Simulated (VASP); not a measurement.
# InAs (F-43m) in VASP: a series of runs

InAs is run at these levels: PBE; tasks: single point, relaxation of cell and atoms.

Program: VASP 6.6.1. These are calculated values, not measurements. Logs are shortened: lines on timing, memory, paths and dates and some standing lists are left out, and cuts for length are marked.

## (1) The cell of the first run

The structure is cubic, space group F-43m (No. 216). Conventional cell: a = 6.045 Å, b = 6.045 Å, c = 6.045 Å, α = 90.00°, β = 90.00°, γ = 90.00°. In (site symmetry -43m) has 4 As at 2.62 Å within 3.5 Å. As (site symmetry -43m) has 4 In at 2.62 Å within 3.5 Å.

## (2) Single point, PBE

INCAR

```
SYSTEM = InAs
ALGO     = Normal         ! electronic algorithm
EDIFF    = 1E-6           ! SCF threshold, eV
ENCUT    = 520            ! plane-wave cutoff, eV
GGA      = PE             ! functional
ISIF     = 2              ! what is computed and relaxed
ISMEAR   = -1             ! smearing method
LASPH    = .TRUE.         ! aspherical terms in the spheres
LCHARG   = .TRUE.         ! write CHGCAR
LELF     = .TRUE.         ! ELF
LREAL    = .FALSE.        ! projectors in reciprocal space
LVHAR    = .TRUE.       
LWAVE    = .FALSE.        ! write WAVECAR
NBANDS   = 16             ! bands
NELM     = 80             ! most SCF steps
PREC     = Accurate       ! precision mode
SIGMA    = 0.15           ! smearing width, eV
```

KPOINTS

```
k-points
0
G
  12 12 12
  0 0 0
```

POSCAR

```
InAs
1.0
    0.0000000000      3.0225085687      3.0225085687
    3.0225085687      0.0000000000      3.0225085687
    3.0225085687      3.0225085687      0.0000000000
In As
1 1
Direct
    0.0000000000      0.0000000000      0.0000000000
    0.7500000000      0.7500000000      0.7500000000
```

Potentials or basis: VASP PAW PBE potentials, release 64 (In_d, As).

Run with:

```bash
> cat potpaw_PBE.64/In_d/POTCAR potpaw_PBE.64/As/POTCAR > POTCAR
> mpirun -np 1 vasp_std > vasp.out
```

OUTCAR:

```text
SYSTEM = InAs
   EDIFF = 1E-6
   ENCUT = 520
   GGA = PE
   ISIF = 2
   ISMEAR = -1
   LASPH = .TRUE.
   LREAL = .FALSE.
   NELM = 80
   PREC = Accurate

 ion  position               nearest neighbor table
   1  0.000  0.000  0.000-   2 2.62   2 2.62   2 2.62   2 2.62
   2  0.750  0.750  0.750-   1 2.62   1 2.62   1 2.62   1 2.62

  LATTYP: Found a face centered cubic cell.
 ALAT       =     6.0450171374

  Lattice vectors:

 A1 = (   0.0000000000,   3.0225085687,   3.0225085687)
 A2 = (   3.0225085687,   0.0000000000,   3.0225085687)
 A3 = (   3.0225085687,   3.0225085687,   0.0000000000)

Analysis of symmetry for initial positions (statically):
=====================================================================
 Subroutine PRICEL returns:
 Original cell was already a primitive cell.

 Routine SETGRP: Setting up the symmetry group for a
 face centered cubic supercell.

 Subroutine GETGRP returns: Found 24 space group operations
 (whereof 24 operations were pure point group operations)
 out of a pool of 48 trial point group operations.

The static configuration has the point symmetry T_d .

Analysis of symmetry for dynamics (positions and initial velocities):
=====================================================================
 Subroutine PRICEL returns:
 Original cell was already a primitive cell.

 Routine SETGRP: Setting up the symmetry group for a
 face centered cubic supercell.

 Subroutine GETGRP returns: Found 24 space group operations
 (whereof 24 operations were pure point group operations)
 out of a pool of 48 trial point group operations.

The dynamic configuration has the point symmetry T_d .

 Subroutine INISYM returns: Found 24 space group operations
 (whereof 24 operations are pure point group operations),
 and found     1 'primitive' translations

----------------------------------------------------------------------------------------

                                     Primitive cell

  volume of cell :      55.2246

  direct lattice vectors                    reciprocal lattice vectors
     0.000000000  3.022508569  3.022508569    -0.165425503  0.165425503  0.165425503
     3.022508569  0.000000000  3.022508569     0.165425503 -0.165425503  0.165425503
     3.022508569  3.022508569  0.000000000     0.165425503  0.165425503 -0.165425503

  length of vectors
     4.274472610  4.274472610  4.274472610     0.286525376  0.286525376  0.286525376

  position of ions in fractional coordinates (direct lattice)
     0.000000000  0.000000000  0.000000000
     0.750000000  0.750000000  0.750000000

  ion indices of the primitive-cell ions
   primitive index   ion index
                 1           1
                 2           2

----------------------------------------------------------------------------------------

 KPOINTS: k-points

Automatic generation of k-mesh.
 Grid dimensions read from file:
 generate k-points for:   12   12   12

 Generating k-lattice:

  Cartesian coordinates                     Fractional coordinates (reciprocal lattice)
    -0.013785459  0.013785459  0.013785459     0.083333333  0.000000000  0.000000000
     0.013785459 -0.013785459  0.013785459     0.000000000  0.083333333  0.000000000
     0.013785459  0.013785459 -0.013785459     0.000000000  0.000000000  0.083333333

  Length of vectors
     0.023877115  0.023877115  0.023877115

  Shift w.r.t. Gamma in fractional coordinates (k-lattice)
     0.000000000  0.000000000  0.000000000

 Subroutine IBZKPT returns following result:
 ===========================================

 Found     72 irreducible k-points:

 Following reciprocal coordinates:
            Coordinates               Weight
  0.000000  0.000000  0.000000      1.000000
  0.083333  0.000000  0.000000      8.000000
  0.166667  0.000000  0.000000      8.000000
  0.250000  0.000000  0.000000      8.000000
  0.333333  0.000000  0.000000      8.000000
  0.416667  0.000000  0.000000      8.000000
[... 16 lines left out ...]
  0.500000  0.166667  0.000000     24.000000
 -0.416667  0.166667  0.000000     24.000000
 [... further k-points ...]
   k-points           NKPTS =     72   k-points in BZ     NKDIM =     72   number of bands    NBANDS=     16
   number of dos      NEDOS =    301   number of ions     NIONS =      2
   total plane-waves  NPLWV =  32768
   dimension x,y,z NGX =    32 NGY =   32 NGZ =   32
   dimension x,y,z NGXF=    64 NGYF=   64 NGZF=   64
   ions per type =               1   1
   NGX,Y,Z   is equivalent  to a cutoff of  12.45, 12.45, 12.45 a.u.
   NGXF,Y,Z  is equivalent  to a cutoff of  24.89, 24.89, 24.89 a.u.
 SYSTEM =  InAs
   PREC   = accura    normal or accurate (medium, high low for compatibility)
   ISTART =      0    job   : 0-new  1-cont  2-samecut
   ICHARG =      2    charge: 1-file 2-atom 10-const
   ISPIN  =      1    spin polarized calculation?
   LNONCOLLINEAR =      F non collinear calculations
   LSORBIT =      F    spin-orbit coupling
   LASPH  =      T    aspherical Exc in radial PAW
   ENCUT  =  520.0 eV  38.22 Ry    6.18 a.u.   7.95  7.95  7.95*2*pi/ulx,y,z
   NELM   =     80;   NELMIN=  2; NELMDL= -5     # of ELM steps
   EDIFF  = 0.1E-05   stopping-criterion for ELM
   LREAL  =      F    real-space projection
   EDIFFG = 0.1E-04   stopping-criterion for IOM
   NSW    =      0    number of steps for IOM
   IBRION =     -1    ionic relax: 0-MD 1-quasi-New 2-CG
   NFREE  =      0    steps in history (QN), initial steepest desc. (CG)
   ISIF   =      2    stress and relaxation
   ISYM   =      2    0-nonsym 1-usesym 2-fastsym
   POTIM  = 0.5000    time-step for ionic-motion
   TEBEG  =    0.0;   TEEND  =   0.0 temperature during run
   PSTRESS=    0.0 pullay stress
   NELECT =      18.0000    total number of electrons
   NUPDOWN=      -1.0000    fix difference up-down
   EMIN   =  10.00;   EMAX   =-10.00  energy-range for DOS
   EFERMI =   0.00;   METHOD = LEGACY
   ISMEAR =    -1;   SIGMA  =   0.15  broadening in eV -4-tet -1-fermi 0-gaus
   EFERMI_NEDOS =   21; number of points for ismear=-14 and -15
   IALGO  =     38    algorithm
   IMIX   =      4    mixing-type and parameters
     AMIX     =   0.40;   BMIX     =  1.00
     AMIX_MAG =   1.60;   BMIX_MAG =  1.00
  volume/ion in A,a.u.               =      27.61       186.34
  Fermi-wavevector in a.u.,A,eV,Ry     =   1.126648  2.129055 17.270351  1.269335
  Thomas-Fermi vector in A             =   2.263330
   LORBIT       =      0    0 simple, 1 ext, 2 COOP (PROOUT), +10 PAW based schemes
   GGA     = PE    functional components
[... 5 lines left out ...]
 non-spin polarized calculation
  energy-cutoff  :      520.00
  volume of cell :       55.22
 maximum number of plane-waves:      1524
   NGX = 15   NGY = 15   NGZ = 15

 number of electron      17.9999990 magnetization

 Free energy of the ion-electron system (eV)
  ---------------------------------------------------
  ext. energy  EPLUGINS =         0.00000000
  ---------------------------------------------------
  free energy    TOTEN  =        -7.67252110 eV

  energy without entropy =       -7.66981204  energy(sigma->0) =       -7.67116657

 E-fermi :   4.9248     XC(G=0):  -9.0981

 val. band max:        4.5163219550   @ k =   0.0000   0.0000   0.0000
 cond. band min:       5.3399529299   @ k =   0.0833   0.0000   0.0000
 fundamental gap:      0.8236309749
 Fermi energy:         4.9247916871

 k-point     1 :       0.0000    0.0000    0.0000
  band No.  band energies     occupation
      1      -9.8759      2.00000
      2      -9.8759      2.00000
      3      -9.8759      2.00000
      4      -9.7496      2.00000
      5      -9.7496      2.00000
      6      -7.3513      2.00000
[... 8 lines left out ...]
     15      14.2010      0.00000
     16      14.2010      0.00000

 k-point     2 :       0.0833    0.0000    0.0000
  band No.  band energies     occupation
      1      -9.8852      2.00000
      2      -9.8732      2.00000
      3      -9.8732      2.00000
      4      -9.7497      2.00000
      5      -9.7497      2.00000
      6      -7.2786      2.00000
[... 8 lines left out ...]
     15      13.6232      0.00000
     16      13.6232      0.00000

 k-point     3 :       0.1667    0.0000    0.0000
  band No.  band energies     occupation
      1      -9.9098      2.00000
      2      -9.8661      2.00000
      3      -9.8661      2.00000
      4      -9.7496      2.00000
      5      -9.7496      2.00000
      6      -7.0684      2.00000
[... 8 lines left out ...]
     15      13.1171      0.00000
     16      13.1171      0.00000

 k-point     4 :       0.2500    0.0000    0.0000
  band No.  band energies     occupation
      1      -9.9415      2.00000
      2      -9.8574      2.00000
      3      -9.8574      2.00000
      4      -9.7484      2.00000
      5      -9.7484      2.00000
      6      -6.7465      2.00000
[... 8 lines left out ...]
     15      13.0811      0.00000
     16      13.0811      0.00000

 k-point     5 :       0.3333    0.0000    0.0000
  band No.  band energies     occupation
      1      -9.9713      2.00000
      2      -9.8500      2.00000
      3      -9.8500      2.00000
      4      -9.7458      2.00000
      5      -9.7458      2.00000
      6      -6.3648      2.00000
[... 8 lines left out ...]
     15      13.5976      0.00000
     16      13.5976      0.00000

 k-point     6 :       0.4167    0.0000    0.0000
  band No.  band energies     occupation
      1      -9.9922      2.00000
      2      -9.8456      2.00000
      3      -9.8456      2.00000
      4      -9.7428      2.00000
      5      -9.7428      2.00000
      6      -6.0237      2.00000
[... 8 lines left out ...]
     15      14.5228      0.00000
     16      14.5228      0.00000
[... 267 lines left out ...]
 k-point    21 :       0.3333    0.1667    0.0000
  band No.  band energies     occupation
      1      -9.9788      2.00000
      2      -9.8418      2.00000
      3      -9.8378      2.00000
      4      -9.7616      2.00000
      5      -9.7391      2.00000
      6      -6.4046      2.00000
[... 8 lines left out ...]
     15      14.5955      0.00000
     16      14.6518      0.00000

 k-point    22 :       0.4167    0.1667    0.0000
  band No.  band energies     occupation
      1      -9.9982      2.00000
      2      -9.8385      2.00000
      3      -9.8323      2.00000
      4      -9.7589      2.00000
      5      -9.7379      2.00000
      6      -6.0444      2.00000
[... 8 lines left out ...]
     15      14.6429      0.00000
     16      15.2978      0.00000

 k-point    23 :       0.5000    0.1667    0.0000
  band No.  band energies     occupation
      1     -10.0088      2.00000
      2      -9.8373      2.00000
      3      -9.8305      2.00000
      4      -9.7539      2.00000
      5      -9.7392      2.00000
      6      -5.7718      2.00000
[... 8 lines left out ...]
     15      14.9523      0.00000
     16      15.3830      0.00000

 k-point    24 :      -0.4167    0.1667    0.0000
  band No.  band energies     occupation
      1     -10.0086      2.00000
      2      -9.8378      2.00000
      3      -9.8320      2.00000
      4      -9.7489      2.00000
      5      -9.7434      2.00000
      6      -5.7290      2.00000
[... 8 lines left out ...]
     15      14.2141      0.00000
     16      14.6633      0.00000

 [... further k-points ...]
[... 5 lines left out ...]
  --------------------------------------------------------------------------------------
  -------------------------------------------------------------------------------------
  Total        1.3942760      1.3942760      1.3942760      0.0000000      0.0000000      0.0000000
  in kB       40.4507641     40.4507641     40.4507641      0.0000000      0.0000000      0.0000000
  external PRESSURE =      40.4507641 kB  Pullay stress =       0.0000000 kB

 VOLUME and BASIS-vectors are now :
 -----------------------------------------------------------------------------
  energy-cutoff  :      520.00
  volume of cell :       55.22
      direct lattice vectors                 reciprocal lattice vectors
     0.000000000  3.022508569  3.022508569    -0.165425503  0.165425503  0.165425503
     3.022508569  0.000000000  3.022508569     0.165425503 -0.165425503  0.165425503
     3.022508569  3.022508569  0.000000000     0.165425503  0.165425503 -0.165425503

 POSITION                                       TOTAL-FORCE (eV/Angst)
 -----------------------------------------------------------------------------------
      0.00000      0.00000      0.00000         0.000000      0.000000      0.000000
      4.53376      4.53376      4.53376        -0.000000     -0.000000     -0.000000
 -----------------------------------------------------------------------------------
    total drift:                                0.000000      0.000000      0.000000

  FREE ENERGIE OF THE ION-ELECTRON SYSTEM (eV)
  ---------------------------------------------------
  free  energy   TOTEN  =        -7.6725210966 eV

  energy  without entropy=       -7.6698120406  energy(sigma->0) =       -7.67116657
```

It took 34 s on 1 thread of Intel Xeon 6975P-C, shared host; peak memory 0.22 GiB.

Results:

| Property | Result |
| --- | --- |
| Free energy | -7.6725 eV |
| Pressure | 4.0 GPa |
| Band gap on the k mesh | zero (filled and empty bands touch) |

Caveat: spin-orbit coupling is left out, which moves the levels of the heavy elements.

(Continued in part 2 of 2.)
